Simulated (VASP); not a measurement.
Runs of VASP 6.6.1 on WS2. The cell holds a slab with vacuum, 9 atoms: a = 3.189 Å, b = 3.193 Å, c = 28.535 Å, α = 90.09°, β = 89.66°, γ = 120.84°. 

```tsv
k mesh	gap on the mesh (eV)	largest force (eV/Å)
2 × 2 × 1	1.11	4.51
8 × 8 × 1	(a)	3.52
1 × 1 × 1	-	4.53
4 × 4 × 1	1.19	3.52
```

Alike in all rows: task single point; level PBEsol; potentials or basis VASP PAW PBE potentials, release 64 (W_sv, S); no spin polarisation; cell as given; cutoff (eV) 520; smearing gaussian 0.02 eV.

**Question.** Estimate the missing entries.

**Answer.** (a) 1.00.

Caveats: some runs use coarse meshes; the PAW data sets were made with another functional, which shifts forces and pressure a little; spin-orbit coupling is left out, which moves the levels of the heavy elements.

A k mesh can miss the band edges, and the runs leave out spin-orbit coupling on W.
